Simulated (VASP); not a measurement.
# Pb in VASP: a series of runs, part 2 of 3

VASP 6.6.1. The steps go on from the part before.

### Step 4. Electric field gradients, LDA (volume scaled by 0.95)

Contents of INCAR:

```
SYSTEM = Pb
  PREC = Accurate
  ENCUT = 520
  EDIFF = 1E-8
  ISMEAR = -1
  SIGMA = 0.05
  LREAL = .FALSE.
  LASPH = .TRUE.
  NELM = 60
  ALGO = Normal
  ISIF = 2
  LWAVE = .FALSE.
  LCHARG = .FALSE.
  LEFG = .TRUE.
  NBANDS = 21
```

Contents of KPOINTS:

```
Automatic mesh
0
G
  8 8 8
  0 0 0
```

Contents of POSCAR:

```
Pb
1.0
    0.0000000000      3.3807006564      3.3807006564
    3.3807006564      0.0000000000      3.3807006564
    3.3807006564      3.3807006564      0.0000000000
Pb
2
Direct
    0.0000000000      0.0000000000      0.0000000000
    0.2500000000      0.2500000000      0.2500000000
```

Potentials or basis: VASP PAW LDA potentials, release 64 (Pb_d).

Run with:

```
cat potpaw_LDA.64/Pb_d/POTCAR > POTCAR
mpirun -np 1 vasp_std > vasp.out
```

OUTCAR:

```text
SYSTEM = Pb
   PREC = Accurate
   ENCUT = 520
   EDIFF = 1E-8
   ISMEAR = -1
   LREAL = .FALSE.
   LASPH = .TRUE.
   NELM = 60
   ISIF = 2

 ion  position               nearest neighbor table
   1  0.000  0.000  0.000-   2 2.93   2 2.93   2 2.93   2 2.93
   2  0.250  0.250  0.250-   1 2.93   1 2.93   1 2.93   1 2.93

  LATTYP: Found a face centered cubic cell.
 ALAT       =     6.7614013128

  Lattice vectors:

 A1 = (   0.0000000000,   3.3807006564,   3.3807006564)
 A2 = (   3.3807006564,   0.0000000000,   3.3807006564)
 A3 = (   3.3807006564,   3.3807006564,   0.0000000000)

Analysis of symmetry for initial positions (statically):
=====================================================================
 Subroutine PRICEL returns:
 Original cell was already a primitive cell.

 Routine SETGRP: Setting up the symmetry group for a
 face centered cubic supercell.

 Subroutine GETGRP returns: Found 48 space group operations
 (whereof 24 operations were pure point group operations)
 out of a pool of 48 trial point group operations.

The static configuration has the point symmetry T_d .
 The point group associated with its full space group is O_h .

Analysis of symmetry for dynamics (positions and initial velocities):
=====================================================================
 Subroutine PRICEL returns:
 Original cell was already a primitive cell.

 Routine SETGRP: Setting up the symmetry group for a
 face centered cubic supercell.

 Subroutine GETGRP returns: Found 48 space group operations
 (whereof 24 operations were pure point group operations)
 out of a pool of 48 trial point group operations.

The dynamic configuration has the point symmetry T_d .
 The point group associated with its full space group is O_h .

 Subroutine INISYM returns: Found 48 space group operations
 (whereof 24 operations are pure point group operations),
 and found     1 'primitive' translations

----------------------------------------------------------------------------------------

                                     Primitive cell

  volume of cell :      77.2770

  direct lattice vectors                    reciprocal lattice vectors
     0.000000000  3.380700656  3.380700656    -0.147898336  0.147898336  0.147898336
     3.380700656  0.000000000  3.380700656     0.147898336 -0.147898336  0.147898336
     3.380700656  3.380700656  0.000000000     0.147898336  0.147898336 -0.147898336

  length of vectors
     4.781032719  4.781032719  4.781032719     0.256167431  0.256167431  0.256167431

  position of ions in fractional coordinates (direct lattice)
     0.000000000  0.000000000  0.000000000
     0.250000000  0.250000000  0.250000000

  ion indices of the primitive-cell ions
   primitive index   ion index
                 1           1
                 2           2

[... 69 lines left out ...]
   ENCUT  =  520.0 eV  38.22 Ry    6.18 a.u.   8.89  8.89  8.89*2*pi/ulx,y,z
   NELM   =     60;   NELMIN=  2; NELMDL= -5     # of ELM steps
   EDIFF  = 0.1E-07   stopping-criterion for ELM
   LREAL  =      F    real-space projection
   EDIFFG = 0.1E-06   stopping-criterion for IOM
   NSW    =      0    number of steps for IOM
   IBRION =     -1    ionic relax: 0-MD 1-quasi-New 2-CG
   NFREE  =      0    steps in history (QN), initial steepest desc. (CG)
   ISIF   =      2    stress and relaxation
   ISYM   =      2    0-nonsym 1-usesym 2-fastsym
   POTIM  = 0.5000    time-step for ionic-motion
   TEBEG  =    0.0;   TEEND  =   0.0 temperature during run
   PSTRESS=    0.0 pullay stress
   NELECT =      28.0000    total number of electrons
   NUPDOWN=      -1.0000    fix difference up-down
   EMIN   =  10.00;   EMAX   =-10.00  energy-range for DOS
   EFERMI =   0.00;   METHOD = LEGACY
   ISMEAR =    -1;   SIGMA  =   0.05  broadening in eV -4-tet -1-fermi 0-gaus
   EFERMI_NEDOS =   21; number of points for ismear=-14 and -15
   IALGO  =     38    algorithm
   IMIX   =      4    mixing-type and parameters
     AMIX     =   0.40;   BMIX     =  1.00
     AMIX_MAG =   1.60;   BMIX_MAG =  1.00
  volume/ion in A,a.u.               =      38.64       260.75
  Fermi-wavevector in a.u.,A,eV,Ry     =   1.167107  2.205513 18.533033  1.362139
  Thomas-Fermi vector in A             =   2.303612
   LORBIT       =      0    0 simple, 1 ext, 2 COOP (PROOUT), +10 PAW based schemes
   GGA     = CA    functional components
   LHFCALC =     F    Hartree Fock is set to
   AEXX    =    0.0000 exact exchange contribution
   IVDW    =     0    specifies the selected vdW correction
   LEPSILON=     F    determine dielectric tensor
   LRPA    =     F    only Hartree local field effects (RPA)
 non-spin polarized calculation
  energy-cutoff  :      520.00
  volume of cell :       77.28
 maximum number of plane-waves:      2120
   NGX = 17   NGY = 17   NGZ = 17

 number of electron      28.0000005 magnetization

 Free energy of the ion-electron system (eV)
  ---------------------------------------------------
  ext. energy  EPLUGINS =         0.00000000
  ---------------------------------------------------
  free energy    TOTEN  =        -7.88535746 eV

  energy without entropy =       -7.88135773  energy(sigma->0) =       -7.88335760

 E-fermi :   4.5868     XC(G=0):  -8.9834

 val. band max:        4.2423496635   @ k =   0.1250   0.1250   0.0000
 cond. band min:       4.5983397777   @ k =  -0.1250   0.1250   0.0000
 fundamental gap:      0.3559901141
 Fermi energy:         4.5868103658

 k-point     1 :       0.0000    0.0000    0.0000
  band No.  band energies     occupation
      1     -12.7363      2.00000
      2     -12.7363      2.00000
      3     -12.7363      2.00000
      4     -12.6473      2.00000
      5     -12.6473      2.00000
      6     -12.1559      2.00000
[... 565 lines left out ...]
     20      12.5331      0.00000
     21      13.3277      0.00000

 [... further k-points ...]
[... 5 lines left out ...]
  --------------------------------------------------------------------------------------
  -------------------------------------------------------------------------------------
  Total        0.5132924      0.5132924      0.5132924     -0.0000000      0.0000000      0.0000000
  in kB       10.6420488     10.6420488     10.6420488     -0.0000000      0.0000000      0.0000000
  external PRESSURE =      10.6420488 kB  Pullay stress =       0.0000000 kB

 VOLUME and BASIS-vectors are now :
 -----------------------------------------------------------------------------
  energy-cutoff  :      520.00
  volume of cell :       77.28
      direct lattice vectors                 reciprocal lattice vectors
     0.000000000  3.380700656  3.380700656    -0.147898336  0.147898336  0.147898336
     3.380700656  0.000000000  3.380700656     0.147898336 -0.147898336  0.147898336
     3.380700656  3.380700656  0.000000000     0.147898336  0.147898336 -0.147898336

 POSITION                                       TOTAL-FORCE (eV/Angst)
 -----------------------------------------------------------------------------------
      0.00000      0.00000      0.00000         0.000000      0.000000      0.000000
      1.69035      1.69035      1.69035        -0.000000     -0.000000     -0.000000
 -----------------------------------------------------------------------------------
    total drift:                                0.000000      0.000000      0.000000

  FREE ENERGIE OF THE ION-ELECTRON SYSTEM (eV)
  ---------------------------------------------------
  free  energy   TOTEN  =        -7.8853574624 eV

  energy  without entropy=       -7.8813577280  energy(sigma->0) =       -7.88335760

 Electric field gradients (V/A^2)
---------------------------------------------------------------------
 ion       V_xx      V_yy      V_zz      V_xy      V_xz      V_yz
---------------------------------------------------------------------
   1      -0.000    -0.000     0.000    -0.001    -0.001    -0.001
   2       0.000    -0.000     0.000    -0.001    -0.001    -0.001
---------------------------------------------------------------------

 Electric field gradients after diagonalization (V/A^2)
 (convention: |V_zz| > |V_xx| > |V_yy|)
----------------------------------------------------------------------
 ion       V_xx      V_yy      V_zz     asymmetry (V_yy - V_xx)/ V_zz
----------------------------------------------------------------------
   1       0.001     0.001    -0.002       0.000
   2       0.001     0.001    -0.002       0.000
----------------------------------------------------------------------

           NMR quadrupolar parameters

 Cq : quadrupolar parameter    Cq=e*Q*V_zz/h
 eta: asymmetry parameters     (V_yy - V_xx)/ V_zz
 Q  : nuclear electric quadrupole moment in mb (millibarn)
----------------------------------------------------------------------
 ion       Cq(MHz)       eta       Q (mb)
----------------------------------------------------------------------
   1      -0.000       0.000       1.000
   2      -0.000       0.000       1.000
----------------------------------------------------------------------
```

OSZICAR:

```text
N       E                     dE             d eps       ncg     rms          rms(c)
DAV:   1     0.294919795342E+03    0.29492E+03   -0.13839E+04  1218   0.148E+03
DAV:   2     0.144659082798E+02   -0.28045E+03   -0.27388E+03  1228   0.400E+02
DAV:   3    -0.712869549964E+01   -0.21595E+02   -0.21431E+02  1481   0.139E+02
DAV:   4    -0.791867831863E+01   -0.78998E+00   -0.78962E+00  1436   0.313E+01
DAV:   5    -0.796329511510E+01   -0.44617E-01   -0.44616E-01  1799   0.667E+00    0.166E+00
DAV:   6    -0.791012875805E+01    0.53166E-01   -0.42430E-02  1754   0.271E+00    0.912E-01
DAV:   7    -0.788540715020E+01    0.24722E-01   -0.36236E-02  1664   0.225E+00    0.151E-01
DAV:   8    -0.788530931395E+01    0.97836E-04   -0.42511E-03  1624   0.776E-01    0.384E-02
DAV:   9    -0.788536275354E+01   -0.53440E-04   -0.22117E-04  1601   0.200E-01    0.155E-02
DAV:  10    -0.788535731888E+01    0.54347E-05   -0.26917E-05  1710   0.794E-02    0.348E-03
DAV:  11    -0.788535751663E+01   -0.19775E-06   -0.26074E-06  1927   0.139E-02    0.131E-03
DAV:  12    -0.788535746235E+01    0.54282E-07   -0.21919E-07  1685   0.568E-03    0.210E-04
DAV:  13    -0.788535746237E+01   -0.24556E-10   -0.61499E-09   980   0.709E-04
   1 F= -.78853575E+01 E0= -.78833576E+01  d E =-.399973E-02
```

stdout:

```text
POSCAR found type information on POSCAR Pb
 POSCAR found :  1 types and       2 ions
 scaLAPACK will be used
 LDA part: xc-table for (Slater(with rela. corr.)+CA(PZ))
 , standard interpolation
 POSCAR, INCAR and KPOINTS ok, starting setup
 FFT: planning ... GRIDC
 FFT: planning ... GRID_SOFT
 FFT: planning ... GRID
 WAVECAR not read
 entering main loop
ion   1

ion   2
```

It took 25 s on 1 thread of AMD EPYC 9R45 (Zen 5), shared host; peak memory 0.15 GiB.

Results:

- Free energy: -7.8854 eV
- Pressure: 1.1 GPa
- Band gap on the k mesh: zero (band 14 reaches 4.96 eV, above the bottom of band 15 at 3.72 eV)

Levels at points of the mesh, in eV from the Fermi level:
```csv
k point,band 11,band 12,band 13,band 14,band 15,band 16,band 17,band 18
"(0.00, 0.00, 0.00)",-11.53,-3.73,0.37,0.37,0.37,2.38,2.38,2.38
"(0.50, 0.00, 0.00)",-10.07,-7.26,-1.03,-0.87,-0.87,3.53,3.53,5.29
"(0.50, 0.50, 0.00)",-8.68,-8.68,-2.18,-2.18,0.75,0.75,7.41,7.41
```

Caveat: without QUAD_EFG the Cq values of the log hold for a quadrupole moment of 1 mb, not for the nuclei; spin-orbit coupling is left out, which moves the levels of the heavy elements.

### Step 5. Electric field gradients, LDA (volume scaled by 0.95)

Contents of INCAR:

```
ALGO = Normal ; EDIFF = 1E-8
ENCUT = 520 ; GGA = CA
ISIF = 2 ; ISMEAR = -1
LASPH = T ; LCHARG = F
LEFG = T ; LREAL = F
LWAVE = F ; NBANDS = 21
NELM = 100 ; PREC = Accurate
SIGMA = 0.05
```

Contents of KPOINTS:

```
k-points
0
Gamma
  8 8 8
```

POSCAR is that of step 4.

Potentials or basis: VASP PAW LDA potentials, release 64 (Pb_d).

Run with:

```
cat potpaw_LDA.64/Pb_d/POTCAR > POTCAR
mpirun -np 1 vasp_std > vasp.out
```

OUTCAR:

```text
EDIFF = 1E-8
   ENCUT = 520
   GGA = CA
   ISIF = 2
   ISMEAR = -1
   LASPH = T
   LREAL = F
   NELM = 100
   PREC = Accurate

 ion  position               nearest neighbor table
   1  0.000  0.000  0.000-   2 2.93   2 2.93   2 2.93   2 2.93
   2  0.250  0.250  0.250-   1 2.93   1 2.93   1 2.93   1 2.93

  LATTYP: Found a face centered cubic cell.
 ALAT       =     6.7614013128

  Lattice vectors:

 A1 = (   0.0000000000,   3.3807006564,   3.3807006564)
 A2 = (   3.3807006564,   0.0000000000,   3.3807006564)
 A3 = (   3.3807006564,   3.3807006564,   0.0000000000)

Analysis of symmetry for initial positions (statically):
=====================================================================
 Subroutine PRICEL returns:
 Original cell was already a primitive cell.

 Routine SETGRP: Setting up the symmetry group for a
 face centered cubic supercell.

 Subroutine GETGRP returns: Found 48 space group operations
[... 764 lines left out ...]
  volume of cell :       77.28
      direct lattice vectors                 reciprocal lattice vectors
     0.000000000  3.380700656  3.380700656    -0.147898336  0.147898336  0.147898336
     3.380700656  0.000000000  3.380700656     0.147898336 -0.147898336  0.147898336
     3.380700656  3.380700656  0.000000000     0.147898336  0.147898336 -0.147898336

 POSITION                                       TOTAL-FORCE (eV/Angst)
 -----------------------------------------------------------------------------------
      0.00000      0.00000      0.00000         0.000000      0.000000      0.000000
      1.69035      1.69035      1.69035        -0.000000     -0.000000     -0.000000
 -----------------------------------------------------------------------------------
    total drift:                                0.000000      0.000000      0.000000

  FREE ENERGIE OF THE ION-ELECTRON SYSTEM (eV)
  ---------------------------------------------------
  free  energy   TOTEN  =        -7.8853574624 eV

  energy  without entropy=       -7.8813577280  energy(sigma->0) =       -7.88335760

 Electric field gradients (V/A^2)
---------------------------------------------------------------------
 ion       V_xx      V_yy      V_zz      V_xy      V_xz      V_yz
---------------------------------------------------------------------
   1      -0.000    -0.000     0.000    -0.001    -0.001    -0.001
   2       0.000    -0.000     0.000    -0.001    -0.001    -0.001
---------------------------------------------------------------------

 Electric field gradients after diagonalization (V/A^2)
 (convention: |V_zz| > |V_xx| > |V_yy|)
----------------------------------------------------------------------
 ion       V_xx      V_yy      V_zz     asymmetry (V_yy - V_xx)/ V_zz
----------------------------------------------------------------------
   1       0.001     0.001    -0.002       0.000
   2       0.001     0.001    -0.002       0.000
----------------------------------------------------------------------

           NMR quadrupolar parameters

 Cq : quadrupolar parameter    Cq=e*Q*V_zz/h
 eta: asymmetry parameters     (V_yy - V_xx)/ V_zz
 Q  : nuclear electric quadrupole moment in mb (millibarn)
----------------------------------------------------------------------
 ion       Cq(MHz)       eta       Q (mb)
----------------------------------------------------------------------
   1      -0.000       0.000       1.000
   2      -0.000       0.000       1.000
----------------------------------------------------------------------
```

OSZICAR:

```text
N       E                     dE             d eps       ncg     rms          rms(c)
DAV:   1     0.294919795342E+03    0.29492E+03   -0.13839E+04  1218   0.148E+03
DAV:   2     0.144659082798E+02   -0.28045E+03   -0.27388E+03  1228   0.400E+02
DAV:   3    -0.712869549964E+01   -0.21595E+02   -0.21431E+02  1481   0.139E+02
DAV:   4    -0.791867831863E+01   -0.78998E+00   -0.78962E+00  1436   0.313E+01
DAV:   5    -0.796329511510E+01   -0.44617E-01   -0.44616E-01  1799   0.667E+00    0.166E+00
DAV:   6    -0.791012875805E+01    0.53166E-01   -0.42430E-02  1754   0.271E+00    0.912E-01
DAV:   7    -0.788540715020E+01    0.24722E-01   -0.36236E-02  1664   0.225E+00    0.151E-01
DAV:   8    -0.788530931395E+01    0.97836E-04   -0.42511E-03  1624   0.776E-01    0.384E-02
DAV:   9    -0.788536275354E+01   -0.53440E-04   -0.22117E-04  1601   0.200E-01    0.155E-02
DAV:  10    -0.788535731888E+01    0.54347E-05   -0.26917E-05  1710   0.794E-02    0.348E-03
DAV:  11    -0.788535751663E+01   -0.19775E-06   -0.26074E-06  1927   0.139E-02    0.131E-03
DAV:  12    -0.788535746235E+01    0.54282E-07   -0.21919E-07  1685   0.568E-03    0.210E-04
DAV:  13    -0.788535746237E+01   -0.24556E-10   -0.61499E-09   980   0.709E-04
   1 F= -.78853575E+01 E0= -.78833576E+01  d E =-.399973E-02
```

stdout:

```text
POSCAR found type information on POSCAR Pb
 POSCAR found :  1 types and       2 ions
 scaLAPACK will be used
 LDA part: xc-table for (Slater(with rela. corr.)+CA(PZ))
 , standard interpolation
 POSCAR, INCAR and KPOINTS ok, starting setup
 FFT: planning ... GRIDC
 FFT: planning ... GRID_SOFT
 FFT: planning ... GRID
 WAVECAR not read
 entering main loop
ion   1

ion   2
```

Run time: 24 s. Hardware: 1 thread of AMD EPYC 9R45 (Zen 5), shared host; peak memory 0.15 GiB.

Results:

```
Free energy            : -7.8854 eV
Pressure               : 1.1 GPa
Band gap on the k mesh : zero (band 14 reaches 4.96 eV, above the bottom of band 15 at 3.72 eV)
```

Caveat: without QUAD_EFG the Cq values of the log hold for a quadrupole moment of 1 mb, not for the nuclei; spin-orbit coupling is left out, which moves the levels of the heavy elements.

(Part 2 of 3 ends here.)
